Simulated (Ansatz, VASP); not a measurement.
# Tl in VASP and in Ansatz

```
CELL_PARAMETERS angstrom
0.00000 3.35755 3.35755
3.35755 0.00000 3.35755
3.35755 3.35755 0.00000
ATOMIC_POSITIONS crystal
Tl 0.12500 0.12500 0.12500
Tl 0.87500 0.87500 0.87500
```

Alike in both runs: task relaxation of cell and atoms; functional PBEsol; k mesh 8 × 8 × 8; occupations fermi-dirac, width 0.1 eV; no spin polarisation.

```csv
,VASP,Ansatz
version,VASP 6.6.1,Ansatz 0.2.0
potentials or method,"VASP PAW PBE potentials, release 64 (Tl_d), cutoff 600 eV","plane waves (420 eV) with PAW, scalar-relativistic"
valence electrons in the cell,26,26
```

VASP gave:

- relaxed volume (Å³/atom): 40.79
- relaxed cell length with the largest relative difference (Å): 4.868

Q: What did Ansatz give for the same quantities?

A: Relaxed volume (Å³/atom): 40.73; relaxed cell length with the largest relative difference (Å): 4.866.

VASP's potentials were made for PBE, not for PBEsol, and Ansatz warns of the same on its side.

Neither program's run includes spin-orbit coupling.
